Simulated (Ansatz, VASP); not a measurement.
PbS2: VASP beside Ansatz

```
Pb S
1.0
     0.00000    3.39441    3.39441
     3.39441    0.00000    3.39441
     3.39441    3.39441    0.00000
Pb S
1 2
Direct
  0.00000 0.00000 0.00000
  0.25000 0.25000 0.25000
  0.75000 0.75000 0.75000
```

Alike in both runs: functional PBE; k mesh 9 × 9 × 9; occupations fermi-dirac, width 0.03 eV; no spin polarisation.

Ansatz relaxed the structure, and its values are those at the end. VASP's run is a single point on that final structure, the one shown.

|  | VASP | Ansatz |
| --- | --- | --- |
| version | VASP 6.6.1 | Ansatz 0.2.0 |
| potentials or method | VASP PAW PBE potentials, release 64 (Pb_d, S) | PAW with Ansatz's default frozen-core files, scalar-relativistic |
| plane-wave cutoff (eV) | 520 | 420 |
| valence electrons in the cell | 26 | 26 |

```tsv
	VASP	Ansatz	Ansatz less VASP
pressure (GPa)	0.0	0.0	+0.04
```

The functional is the same, so the differences come from potentials, cutoffs and numerics.

Neither program's run includes spin-orbit coupling.
